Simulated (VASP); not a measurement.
Runs of VASP 6.6.1 on Cu. The structure is that of space group P6_3/mmc (No. 194), or close to it. The cells are those of the table. 

```csv
task,level,cell,cutoff (eV),gap on the mesh (eV),pressure (GPa),relaxed volume (Å³/atom)
single point,PBEsol+D3(BJ),"a = 2.488, b = 2.488, c = 8.078 Å, angles 90.0, 90.0, 120.0°, 4 atoms",520,none,0.7,-
single point,PBEsol,"a = 2.528, b = 2.528, c = 8.190 Å, angles 90.0, 90.0, 120.0°, 4 atoms",520,none,0.7,-
relaxation of cell and atoms,PBEsol,"relaxed from a = 2.531, b = 2.531, c = 8.262 Å, angles 90.0, 90.0, 120.0°, 4 atoms",600,none,0.0,(a)
relaxation of cell and atoms,PBEsol+D3(BJ),"relaxed from a = 2.531, b = 2.531, c = 8.262 Å, angles 90.0, 90.0, 120.0°, 4 atoms",600,none,0.1,10.88
relaxation of cell and atoms,BLYP+D3(BJ),"relaxed from a = 2.531, b = 2.531, c = 8.262 Å, angles 90.0, 90.0, 120.0°, 4 atoms",600,none,0.1,11.18
single point,BLYP+D3(BJ),"a = 2.513, b = 2.513, c = 8.147 Å, angles 90.0, 90.0, 120.0°, 4 atoms",520,none,0.6,-
```

Alike in all rows: potentials or basis VASP PAW PBE potentials, release 64 (Cu); no spin polarisation; k mesh 10 × 10 × 3; smearing methfessel-paxton 0.15 eV.

**Question.** Fill in the values left out.

**Answer.** (a) 11.39.

Caveats: the PAW data sets were made with another functional, which shifts forces and pressure a little; pairwise dispersion overbinds metals, which lowers pressure and volume (some runs).

A gap of «none» marks levels without a gap at the run's occupations.
